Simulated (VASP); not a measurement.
# ZrAgW (P4/mmm) in VASP: further runs, part 2 of 2

VASP 6.6.1. The steps go on from the part before.

## (3) Relaxation of cell and atoms, PBE

This run uses another cell than the first one, of 25.71 Å³/atom, 1.002 times its volume.

INCAR

```
SYSTEM = ZrAgW
  PREC = Accurate
  ENCUT = 600
  EDIFF = 1E-6
  ISMEAR = 0
  SIGMA = 0.1
  LREAL = .FALSE.
  LASPH = .TRUE.
  NELM = 100
  ALGO = Normal
  ISIF = 3
  LWAVE = .FALSE.
  LCHARG = .FALSE.
  GGA = PE
  IBRION = 2
  NSW = 100
  EDIFFG = -0.01
```

KPOINTS

```
Automatic mesh
0
G
  12 12 8
  0 0 0
```

POSCAR

```
ZrAgW
1.0
    3.6932546326      0.0000000000      0.0000000000
    0.0000000000      3.6932546326      0.0000000000
    0.0000000000      0.0000000000      5.6537719489
Zr Ag W
1 1 1
Direct
    0.5000000000      0.5000000000      0.0000000000
    0.5000000000      0.5000000000      0.5000000000
    0.0000000000      0.0000000000      0.0000000000
```

Potentials or basis: VASP PAW PBE potentials, release 64 (Zr_sv, Ag, W_sv).

Launch:

```console
$ cat potpaw_PBE.64/Zr_sv/POTCAR potpaw_PBE.64/Ag/POTCAR potpaw_PBE.64/W_sv/POTCAR > POTCAR
$ mpirun -np 1 vasp_std > vasp.out
```

It took 19 min on 1 thread of Intel Xeon Platinum 8259CL at 2.50GHz (Skylake/Cascade Lake), shared host; peak memory 0.48 GiB.

Results (log left out):

```yaml
Free_energy: -19.1090 eV
Relaxed_volume: 25.72 Å³/atom
Relaxed_cell: a = 3.687 Å, b = 3.687 Å, c = 5.675 Å, α = 90.00°, β = 90.00°, γ = 90.00°
Space_group_after_relaxing_to_0.05_Å: P4/mmm (No. 123)
Energy_gained_by_relaxing: 0.2 meV/atom
Ionic_steps: 4
Pressure_after_relaxing: 0.0 GPa
```

The path:
```
step  energy change (eV)  largest force (eV/Å)  pressure (GPa)  volume (Å³)
   1              0.0000                0.0000           -0.13        77.12
   2             -0.0004                0.0000            0.24        76.89
   3             -0.0006                0.0000            0.12        76.97
   4             -0.0006                0.0000           -0.01        77.15
```

Final structure:
```cif
data_structure
_symmetry_space_group_name_H-M 'P 1'
_symmetry_Int_Tables_number 1
_cell_length_a 3.6872
_cell_length_b 3.6872
_cell_length_c 5.6747
_cell_angle_alpha 90.000
_cell_angle_beta 90.000
_cell_angle_gamma 90.000
_cell_volume 77.15
loop_
_atom_site_label
_atom_site_type_symbol
_atom_site_fract_x
_atom_site_fract_y
_atom_site_fract_z
_atom_site_occupancy
Zr1 Zr 0.50000 0.50000 0.00000 1
Ag1 Ag 0.50000 0.50000 0.50000 1
W1 W 0.00000 0.00000 0.00000 1
```

Levels at points of the mesh, in eV from the Fermi level:
```
           k point  band 17  band 18  band 19  band 20  band 21  band 22
(0.00, 0.00, 0.00)    -2.83    -0.32    -0.32     0.43     1.99     4.63
(0.50, 0.00, 0.00)    -0.42    -0.08     0.55     0.57     0.62     1.58
(0.50, 0.50, 0.00)    -1.62     0.41     0.54     1.38     1.38     1.65
(0.00, 0.00, 0.50)    -2.87    -1.43    -0.66    -0.66     2.62     4.42
(0.50, 0.00, 0.50)    -1.18     0.42     0.60     0.65     0.76     1.58
(0.50, 0.50, 0.50)    -1.84     0.50     1.10     1.65     2.05     2.95
```

Caveat: spin-orbit coupling is left out, which moves the levels of the heavy elements.

## (4) Single point, PBE

This run uses another cell than the first one, of 22.24 Å³/atom, 0.867 times its volume.

INCAR

```
  PREC = Accurate
  ENCUT = 520
  EDIFF = 1E-7
  ISMEAR = 0
  SIGMA = 0.1
  LREAL = F
  LASPH = T
  NELM = 100
  ALGO = Normal
  ISIF = 2
  LWAVE = F
  LCHARG = T
  GGA = PE
  LELF = T
  LVHAR = T
  NBANDS = 26
```

KPOINTS

```
regular mesh
0
Gamma
  4 4 4
```

POSCAR

```
ZrAgW
1.0
    3.8141245500      0.0000000000      0.0000000000
    0.0000000000      3.8141245500      0.0000000000
    0.0000000000      0.0000000000      4.5873502500
Zr Ag W
1 1 1
Direct
    0.5000000000      0.5000000000      0.0000000000
    0.5000000000      0.5000000000      0.5000000000
    0.0000000000      0.0000000000      0.0000000000
```

Potentials or basis: VASP PAW PBE potentials, release 64 (Zr_sv, Ag, W_sv).

Launch:

```console
$ cat potpaw_PBE.64/Zr_sv/POTCAR potpaw_PBE.64/Ag/POTCAR potpaw_PBE.64/W_sv/POTCAR > POTCAR
$ mpirun -np 1 vasp_std > vasp.out
```

OUTCAR:

```text
PREC = Accurate
   ENCUT = 520
   EDIFF = 1E-7
   ISMEAR = 0
   LREAL = F
   LASPH = T
   NELM = 100
   ISIF = 2
   GGA = PE

 ion  position               nearest neighbor table
   1  0.500  0.500  0.000-   2 2.29   2 2.29   3 2.70   3 2.70   3 2.70   3 2.70
   2  0.500  0.500  0.500-   1 2.29   1 2.29   3 3.54   3 3.54   3 3.54   3 3.54   3 3.54   3 3.54
                             3 3.54   3 3.54
   3  0.000  0.000  0.000-   1 2.70   1 2.70   1 2.70   1 2.70   2 3.54   2 3.54   2 3.54   2 3.54
                             2 3.54   2 3.54   2 3.54   2 3.54

[... 711 lines left out ...]
  Direction    XX          YY          ZZ          XY          YZ          ZX
  --------------------------------------------------------------------------------------
  -------------------------------------------------------------------------------------
  Total       -2.1081134     -2.1081134     22.8631043      0.0000000      0.0000000      0.0000000
  in kB      -50.6119308    -50.6119308    548.9011459      0.0000000      0.0000000      0.0000000
  external PRESSURE =     149.2257615 kB  Pullay stress =       0.0000000 kB

 VOLUME and BASIS-vectors are now :
 -----------------------------------------------------------------------------
  energy-cutoff  :      520.00
  volume of cell :       66.73
      direct lattice vectors                 reciprocal lattice vectors
     3.814124550  0.000000000  0.000000000     0.262183363  0.000000000  0.000000000
     0.000000000  3.814124550  0.000000000     0.000000000  0.262183363  0.000000000
     0.000000000  0.000000000  4.587350250     0.000000000  0.000000000  0.217990767

 POSITION                                       TOTAL-FORCE (eV/Angst)
 -----------------------------------------------------------------------------------
      1.90706      1.90706      0.00000         0.000000      0.000000      0.000000
      1.90706      1.90706      2.29368         0.000000      0.000000      0.000000
      0.00000      0.00000      0.00000         0.000000      0.000000      0.000000
 -----------------------------------------------------------------------------------
    total drift:                                0.000000      0.000000     -0.000000

  FREE ENERGIE OF THE ION-ELECTRON SYSTEM (eV)
  ---------------------------------------------------
  free  energy   TOTEN  =       -17.1237979863 eV

  energy  without entropy=      -17.1094238345  energy(sigma->0) =      -17.11661091
```

stdout:

```text
POSCAR found type information on POSCAR ZrAgW
 POSCAR found :  3 types and       3 ions
 scaLAPACK will be used
 LDA part: xc-table for (Slater+PW92), standard interpolation
 POSCAR, INCAR and KPOINTS ok, starting setup
 FFT: planning ... GRIDC
 FFT: planning ... GRID_SOFT
 FFT: planning ... GRID
 WAVECAR not read
 entering main loop
```

Run time: 59 s. Hardware: 1 thread of Intel Xeon Platinum 8259CL at 2.50GHz (Skylake/Cascade Lake), shared host; peak memory 0.19 GiB.

What came out:

- Free energy: -17.1238 eV
- Pressure: 14.9 GPa

Stress tensor (GPa, compression positive):
```
-5.06  0.00  0.00
 0.00 -5.06  0.00
 0.00  0.00 54.89
```

Levels at points of the mesh, in eV from the Fermi level:
| k point | band 15 | band 16 | band 17 | band 18 | band 19 | band 20 | band 21 | band 22 |
| --- | --- | --- | --- | --- | --- | --- | --- | --- |
| (0.00, 0.00, 0.00) | -3.48 | -2.75 | -2.60 | 0.04 | 0.04 | 1.95 | 1.96 | 4.36 |
| (0.50, 0.00, 0.00) | -2.91 | -0.84 | -0.73 | 0.00 | 0.13 | 0.43 | 1.14 | 1.21 |
| (0.50, 0.50, 0.00) | -2.31 | -0.90 | -0.90 | -0.17 | -0.15 | 0.17 | 0.17 | 1.33 |
| (0.00, 0.00, 0.50) | -3.84 | -3.15 | -2.75 | -1.30 | -1.30 | -0.75 | 2.12 | 3.21 |
| (0.50, 0.00, 0.50) | -2.29 | -1.76 | -1.52 | 0.28 | 0.45 | 0.69 | 0.74 | 0.83 |
| (0.50, 0.50, 0.50) | -3.16 | -2.65 | -2.03 | 0.75 | 0.94 | 1.34 | 1.52 | 2.78 |

Caveat: the k points lie up to 0.41 Å⁻¹ apart; spin-orbit coupling is left out, which moves the levels of the heavy elements.

## (5) The runs side by side

| task | cell | k mesh | cutoff (eV) | gap on the mesh (eV) | pressure (GPa) |
| --- | --- | --- | --- | --- | --- |
| single point | a = 3.683, b = 3.683, c = 5.672 Å, 3 atoms | 12 × 12 × 8 | 520 | none | 0.2 |
| relaxation of cell and atoms | relaxed from a = 3.693, b = 3.693, c = 5.654 Å, 3 atoms | 12 × 12 × 8 | 600 | none | 0.0 |
| single point | a = 3.814, b = 3.814, c = 4.587 Å, 3 atoms | 4 × 4 × 4 | 520 | none | 14.9 |

Alike in all rows: level PBE; potentials or basis VASP PAW PBE potentials, release 64 (Zr_sv, Ag, W_sv); no spin polarisation; smearing gaussian 0.1 eV.

Caveats: some runs use coarse meshes; spin-orbit coupling is left out, which moves the levels of the heavy elements.

Absolute energies hang on the potentials; compare differences alone.
